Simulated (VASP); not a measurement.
# NbMo7S16 in VASP: single point with PBEsol+U

Aim: the single point of NbMo7S16 with PBEsol+U.

All numbers are computed with VASP 6.6.1; they aren't measurements. Logs are shortened: lines on timing, memory, paths and dates and some standing lists are left out, and cuts for length are marked.

### 1 The cell of the first run

The typed cell holds 24 atoms: a = 6.338 Å, b = 6.338 Å, c = 12.324 Å, α = 90.00°, β = 90.00°, γ = 120.00°.

### 2 Single point, PBEsol+U, collinear spin

The input, INCAR:

```
ALGO     = Normal         # electronic algorithm
EDIFF    = 1E-6           # SCF threshold, eV
ENCUT    = 500            # plane-wave cutoff, eV
GGA      = PS             # functional
GGA_COMPAT= F            
ISIF     = 2              # what is computed and relaxed
ISMEAR   = 0              # smearing method
ISPIN    = 2              # spin polarisation
KPAR     = 4            
LASPH    = T              # aspherical terms in the spheres
LCHARG   = T              # write CHGCAR
LDAU     = T              # DFT+U
LDAUJ    = 0 0 0        
LDAUL    = 2 -1 -1        # shell
LDAUPRINT= 1            
LDAUTYPE = 2            
LDAUU    = 2 0 0          # U, eV
LMAXMIX  = 4              # l up to which the mixer works
LORBIT   = 11             # projections on sites
LREAL    = F              # projectors in reciprocal space
LVHAR    = T            
LWAVE    = F              # write WAVECAR
MAGMOM   = 0.5 0 0 0 0 0 0 0 0 0 0 0 0 0 0 0 0 0 0 0 0 0 0 0 # initial moments
NBANDS   = 126            # bands
NELM     = 200            # most SCF steps
NUPDOWN  = 0.5            # fixed moment
PREC     = Accurate       # precision mode
SIGMA    = 0.05           # smearing width, eV
```

The input, KPOINTS:

```
k-points
0
Gamma
  3 3 2
```

The input, POSCAR:

```
NbMo7S16
1.0
    6.3379961000      0.0000000000      0.0000000000
   -3.1689980000      5.4888656000      0.0000000000
    0.0000000000      0.0000000000     12.3240000000
Nb Mo S
1 7 16
Direct
    0.1665692723      0.3326280205      0.2500082342
    0.1677609770      0.8332239980      0.2500088981
    0.6659727757      0.3314379391      0.2500099668
    0.6659752849      0.8332218550      0.2500096546
    0.3337309524      0.1661954332      0.7499741514
    0.3337233724      0.6662631319      0.7499739066
    0.8336550192      0.1661919007      0.7499737799
    0.8337061658      0.6662166111      0.7499735556
    0.1670369235      0.3328823373      0.6243816583
    0.1670811624      0.8329077560      0.6243734562
    0.6670209447      0.3328438743      0.6243725799
    0.6670133932      0.8329004746      0.6243738852
    0.3358608340      0.1633359526      0.1226984533
    0.3358614997      0.6712096578      0.1226995398
    0.8279856875      0.1633359105      0.1227001287
    0.8332363532      0.6659635887      0.1250931722
    0.1670368678      0.3328826900      0.8755662150
    0.1670818047      0.8329081002      0.8755748519
    0.6670212672      0.3328440864      0.8755752199
    0.6670134326      0.8329007965      0.8755730117
    0.3358589637      0.1633356313      0.3773193466
    0.3358598840      0.6712077552      0.3773180970
    0.8279869414      0.1633363611      0.3773186186
    0.8332360175      0.6659631383      0.3749249967
```

Potentials or basis: VASP PAW PBE potentials, release 64 (Nb_sv, Mo_sv, S).

Command:

```sh
$ cat potpaw_PBE.64/Nb_sv/POTCAR potpaw_PBE.64/Mo_sv/POTCAR potpaw_PBE.64/S/POTCAR > POTCAR
$ mpirun -np 4 vasp_std > vasp.out
```

OUTCAR:

```text
EDIFF = 1E-6
   ENCUT = 500
   GGA = PS
   ISIF = 2
   ISMEAR = 0
   ISPIN = 2
   LASPH = T
   LORBIT = 11
   LREAL = F
   NELM = 200
   NUPDOWN = 0.5
   PREC = Accurate

 ion  position               nearest neighbor table
   1  0.167  0.333  0.250-  14 2.43  22 2.43  15 2.43  23 2.43  13 2.43  21 2.43   3 3.17   2 3.17
                             4 3.17   4 3.17   2 3.17   3 3.17
   2  0.168  0.833  0.250-  16 2.40  24 2.40  21 2.40  13 2.40  22 2.40  14 2.40   3 3.16   4 3.16
                             1 3.17   1 3.17   4 3.18   3 3.18
   3  0.666  0.331  0.250-  24 2.40  16 2.40  21 2.40  23 2.40  15 2.40  13 2.40   2 3.16   4 3.16
                             1 3.17   1 3.17   4 3.18   2 3.18
   4  0.666  0.833  0.250-  24 2.40  16 2.40  22 2.40  23 2.40  15 2.40  14 2.40   2 3.16   3 3.16
                             1 3.17   1 3.17   3 3.18   2 3.18
   5  0.334  0.166  0.750-  18 2.40  10 2.40  19 2.40  11 2.40  17 2.40   9 2.40   7 3.17   6 3.17
                             8 3.17   8 3.17   6 3.17   7 3.17
   6  0.334  0.666  0.750-  10 2.40  18 2.40  20 2.40  12 2.40  17 2.40   9 2.40   5 3.17   7 3.17
                             8 3.17   8 3.17   7 3.17   5 3.17
   7  0.834  0.166  0.750-  11 2.40  19 2.40  20 2.40  12 2.40   9 2.40  17 2.40   5 3.17   6 3.17
                             8 3.17   8 3.17   6 3.17   5 3.17
   8  0.834  0.666  0.750-  11 2.40  10 2.40  19 2.40  20 2.40  12 2.40  18 2.40   6 3.17   5 3.17
                             7 3.17   7 3.17   5 3.17   6 3.17
   9  0.167  0.333  0.624-   6 2.40   5 2.40   7 2.40
  10  0.167  0.833  0.624-   6 2.40   5 2.40   8 2.40
  11  0.667  0.333  0.624-   7 2.40   5 2.40   8 2.40
  12  0.667  0.833  0.624-   6 2.40   7 2.40   8 2.40
  13  0.336  0.163  0.123-   2 2.40   3 2.40   1 2.43
  14  0.336  0.671  0.123-   2 2.40   4 2.40   1 2.43
[... 8 lines left out ...]
  23  0.828  0.163  0.377-   4 2.40   3 2.40   1 2.43
  24  0.833  0.666  0.375-   4 2.40   3 2.40   2 2.40

  LATTYP: Found a hexagonal cell.
 ALAT       =     6.3379961000
 C/A-ratio  =     1.9444631719

  Lattice vectors:

 A1 = (   6.3379961000,   0.0000000000,   0.0000000000)
 A2 = (  -3.1689980000,   5.4888656000,   0.0000000000)
 A3 = (   0.0000000000,   0.0000000000,  12.3240000000)

Analysis of symmetry for initial positions (statically):
=====================================================================
 Subroutine PRICEL returns:
 Original cell was already a primitive cell.

 Routine SETGRP: Setting up the symmetry group for a
 hexagonal supercell.

 Subroutine GETGRP returns: Found  1 space group operations
 (whereof  1 operations were pure point group operations)
 out of a pool of 24 trial point group operations.

The static configuration has the point symmetry C_1 .

Analysis of symmetry for dynamics (positions and initial velocities):
=====================================================================
 Subroutine PRICEL returns:
 Original cell was already a primitive cell.

 Routine SETGRP: Setting up the symmetry group for a
 hexagonal supercell.

 Subroutine GETGRP returns: Found  1 space group operations
 (whereof  1 operations were pure point group operations)
 out of a pool of 24 trial point group operations.

The dynamic configuration has the point symmetry C_1 .

Analysis of structural, dynamic, and magnetic symmetry:
=====================================================================
 Subroutine PRICEL returns:
 Original cell was already a primitive cell.

 Routine SETGRP: Setting up the symmetry group for a
 hexagonal supercell.

 Subroutine GETGRP returns: Found  1 space group operations
 (whereof  1 operations were pure point group operations)
 out of a pool of 24 trial point group operations.

The overall configuration has the point symmetry C_1 .

 Subroutine INISYM returns: Found  1 space group operations
 (whereof  1 operations are pure point group operations),
 and found     1 'primitive' translations

----------------------------------------------------------------------------------------

                                     Primitive cell

  volume of cell :     428.7323

  direct lattice vectors                    reciprocal lattice vectors
[... 146 lines left out ...]
   LHFCALC =     F    Hartree Fock is set to
   AEXX    =    0.0000 exact exchange contribution
   IVDW    =     0    specifies the selected vdW correction
   LEPSILON=     F    determine dielectric tensor
   LRPA    =     F    only Hartree local field effects (RPA)
 spin polarized calculation
 Gauss-broadening in eV      SIGMA  =   0.05
  energy-cutoff  :      500.00
  volume of cell :      428.73
 maximum number of plane-waves:     10940
 NGX is ok and might be reduce to    48
   NGX = 23   NGY = 23   NGZ = 45

atom =   1  type =  1  l = 2

 onsite density matrix

spin component  1

  0.2337 -0.0000  0.0000  0.0000 -0.0000
 -0.0000  0.2486 -0.0000  0.0000  0.0000
  0.0000 -0.0000  0.2337  0.0000  0.0000
  0.0000  0.0000  0.0000  0.2486  0.0000
 -0.0000  0.0000  0.0000  0.0000  0.2337

spin component  2

  0.2220  0.0000  0.0000  0.0000  0.0000
  0.0000  0.2472 -0.0000  0.0000  0.0000
  0.0000 -0.0000  0.1890  0.0000 -0.0000
  0.0000  0.0000  0.0000  0.2472  0.0000
  0.0000  0.0000 -0.0000  0.0000  0.2220

 occupancies and eigenvectors

  o =  0.1890  v =  0.0000  0.0000  0.0000  0.0000  0.0000 -0.0001  0.0000  1.0000 -0.0000  0.0001      0.0000  0.0000  0.0000  0.0000  0.0000  0.0000  0.0000  0.0000  0.0000  0.0000
  o =  0.2220  v =  0.0000  0.0000  0.0000  0.0000  0.0000  0.2475  0.0001  0.0001  0.0000 -0.9689      0.0000  0.0000  0.0000  0.0000  0.0000  0.0000  0.0000  0.0000  0.0000  0.0000
  o =  0.2220  v =  0.0000  0.0000  0.0000  0.0000  0.0000  0.9689 -0.0000  0.0000 -0.0002  0.2475      0.0000  0.0000  0.0000  0.0000  0.0000  0.0000  0.0000  0.0000  0.0000  0.0000
  o =  0.2337  v = -0.0088  0.0000  0.9961 -0.0000 -0.0873  0.0000  0.0000  0.0000  0.0000  0.0000      0.0000  0.0000  0.0000  0.0000  0.0000  0.0000  0.0000  0.0000  0.0000  0.0000
  o =  0.2337  v = -0.2197  0.0001 -0.0871  0.0001 -0.9717  0.0000  0.0000  0.0000  0.0000  0.0000      0.0000  0.0000  0.0000  0.0000  0.0000  0.0000  0.0000  0.0000  0.0000  0.0000
  o =  0.2337  v =  0.9755  0.0001 -0.0106 -0.0002 -0.2196  0.0000  0.0000  0.0000  0.0000  0.0000      0.0000  0.0000  0.0000  0.0000  0.0000  0.0000  0.0000  0.0000  0.0000  0.0000
  o =  0.2472  v =  0.0000  0.0000  0.0000  0.0000  0.0000  0.0002 -0.2878  0.0000  0.9577  0.0000      0.0000  0.0000  0.0000  0.0000  0.0000  0.0000  0.0000  0.0000  0.0000  0.0000
  o =  0.2472  v =  0.0000  0.0000  0.0000  0.0000  0.0000 -0.0001 -0.9577 -0.0000 -0.2878 -0.0001      0.0000  0.0000  0.0000  0.0000  0.0000  0.0000  0.0000  0.0000  0.0000  0.0000
  o =  0.2486  v = -0.0002  0.1383 -0.0000 -0.9904 -0.0000  0.0000  0.0000  0.0000  0.0000  0.0000      0.0000  0.0000  0.0000  0.0000  0.0000  0.0000  0.0000  0.0000  0.0000  0.0000
  o =  0.2486  v =  0.0000 -0.9904  0.0000 -0.1383 -0.0001  0.0000  0.0000  0.0000  0.0000  0.0000      0.0000  0.0000  0.0000  0.0000  0.0000  0.0000  0.0000  0.0000  0.0000  0.0000

 number of electron     206.9999978 magnetization       0.5000000

 Free energy of the ion-electron system (eV)
  ---------------------------------------------------
  ext. energy  EPLUGINS =         0.00000000
  ---------------------------------------------------
  free energy    TOTEN  =      -185.31147808 eV

  energy without entropy =     -185.30125300  energy(sigma->0) =     -185.30636554

 E-fermi :   6.9599     XC(G=0): -10.9790

 val. band max:        7.0384312565   @ k =   0.3333   0.3333   0.5000
 cond. band min:       6.9904098255   @ k =   0.0000   0.3333   0.5000
 fundamental gap:     -0.0480214310
 Fermi energy:         7.0608533913

 spin component 1

 k-point     1 :       0.0000    0.0000    0.0000
  band No.  band energies     occupation
      1     -54.1301      1.00000
      2     -54.0898      1.00000
      3     -54.0895      1.00000
      4     -54.0894      1.00000
      5     -53.8137      1.00000
      6     -53.7832      1.00000
[... 1169 lines left out ...]
    114       9.1605      0.00000
    115       9.1991      0.00000
 Fermi energy:         6.9598857980

 spin component 2

 k-point     1 :       0.0000    0.0000    0.0000
  band No.  band energies     occupation
      1     -54.1289      1.00000
      2     -54.0887      1.00000
      3     -54.0887      1.00000
      4     -54.0879      1.00000
      5     -53.7623      1.00000
      6     -53.7317      1.00000
[... 1169 lines left out ...]
    114       9.1649      0.00000
    115       9.2020      0.00000
 [bands above 115 left out]

------------------------ aborting loop because EDIFF is reached ----------------------------------------

  FORCE on cell =-STRESS in cart. coord.  units (eV):
  Direction    XX          YY          ZZ          XY          YZ          ZX
  --------------------------------------------------------------------------------------
  -------------------------------------------------------------------------------------
  Total       -0.1973171     -0.1959641     -0.5231534     -0.0011653      0.0000654      0.0000835
  in kB       -0.7373759     -0.7323199     -1.9550298     -0.0043548      0.0002444      0.0003121
  external PRESSURE =      -1.1415752 kB  Pullay stress =       0.0000000 kB

 VOLUME and BASIS-vectors are now :
 -----------------------------------------------------------------------------
  energy-cutoff  :      500.00
  volume of cell :      428.73
      direct lattice vectors                 reciprocal lattice vectors
     6.337996100  0.000000000  0.000000000     0.157778576  0.091093502  0.000000000
    -3.168998000  5.488865600  0.000000000     0.000000000  0.182187008  0.000000000
     0.000000000  0.000000000 12.324000000     0.000000000  0.000000000  0.081142486

 POSITION                                       TOTAL-FORCE (eV/Angst)
 -----------------------------------------------------------------------------------
      0.00162      1.82575      3.08110         0.000188     -0.000129      0.000077
     -1.57722      4.57345      3.08111        -0.000547     -0.000436      0.000056
      3.17061      1.81922      3.08112         0.000408      0.001024     -0.000177
      1.58047      4.57344      3.08112         0.000827     -0.000197     -0.000100
      1.58851      0.91222      9.24268        -0.001235      0.000408      0.000014
      0.00375      3.65703      9.24268         0.000153     -0.001352      0.000024
[... 16 lines left out ...]
      4.73017      0.89653      4.65007        -0.045755     -0.026322      0.005492
      3.17061      3.65538      4.62058         0.000260     -0.000030     -0.031314
 -----------------------------------------------------------------------------------
    total drift:                                0.000373     -0.000453      0.000028

  FREE ENERGIE OF THE ION-ELECTRON SYSTEM (eV)
  ---------------------------------------------------
  free  energy   TOTEN  =      -185.3114780779 eV

  energy  without entropy=     -185.3012529998  energy(sigma->0) =     -185.30636554

 total charge

# of ion       s       p       d       tot
------------------------------------------
    1        2.177   6.067   2.292  10.536
    2        2.298   6.229   3.973  12.500
    3        2.298   6.229   3.973  12.500
    4        2.298   6.229   3.973  12.500
    5        2.297   6.225   3.975  12.497
    6        2.297   6.225   3.975  12.497
[... 16 lines left out ...]
   23        1.354   2.344   0.000   3.698
   24        1.356   2.324   0.000   3.680
--------------------------------------------------
tot         39.966  86.911  30.113 156.990

 magnetization (x)

# of ion       s       p       d       tot
------------------------------------------
    1        0.001   0.000   0.070   0.072
    2        0.002   0.001   0.080   0.083
    3        0.002   0.001   0.080   0.083
    4        0.002   0.001   0.080   0.083
    5        0.000   0.000   0.001   0.001
    6        0.000   0.000   0.001   0.001
[... 16 lines left out ...]
   23        0.001   0.005   0.000   0.006
   24        0.001   0.005   0.000   0.006
--------------------------------------------------
tot          0.013   0.060   0.317   0.390
```

Wall time 12 min (4 MPI ranks of Intel Xeon Platinum 8259CL at 2.50GHz (Skylake/Cascade Lake), shared host); peak memory 1.1 GiB.

Results:

| Property | Result |
| --- | --- |
| Free energy | -185.3115 eV |
| Pressure | -0.1 GPa |
| Largest force | 0.053 eV/Å |
| Net moment | 0.50 μB per cell |
| Site moments | Nb +0.07; Mo +0.08, +0.00 (each value once); S +0.00, +0.01 (each value once) μB |
| Valence electrons inside the program's atomic spheres | Nb 10.54; Mo 12.50; S 3.68, 3.70 (each value once) |

Forces in eV/Å, atoms in the order of the input:
```
Nb   0.000  0.000  0.000
Mo  -0.001  0.000  0.000
Mo   0.000  0.001  0.000
Mo   0.001  0.000  0.000
Mo  -0.001  0.000  0.000
Mo   0.000 -0.001  0.000
Mo   0.001  0.000  0.000
Mo   0.000  0.000  0.000
S    0.000  0.000  0.001
S    0.001  0.001 -0.001
S    0.000 -0.001 -0.001
S   -0.001  0.001 -0.001
S    0.046 -0.026 -0.006
S    0.000  0.053 -0.006
S   -0.046 -0.026 -0.006
S    0.000  0.000  0.031
S    0.000  0.000 -0.001
S    0.001  0.001  0.001
S    0.000 -0.001  0.001
S   -0.001  0.001  0.001
S    0.046 -0.026  0.005
S    0.000  0.053  0.006
S   -0.046 -0.026  0.005
S    0.000  0.000 -0.031
```

Eigenvalues of the final occupation matrices:
```csv
site,spin,trace,eigenvalues
site 1 d,1,1.20,0.23 0.23 0.23 0.25 0.25
site 1 d,2,1.13,0.19 0.22 0.22 0.25 0.25
```

Caveat: the k points lie up to 0.38 Å⁻¹ apart; the PAW data sets were made with another functional, which shifts forces and pressure a little; the total moment is fixed, so each spin has its own Fermi level and the state may be an excited one.
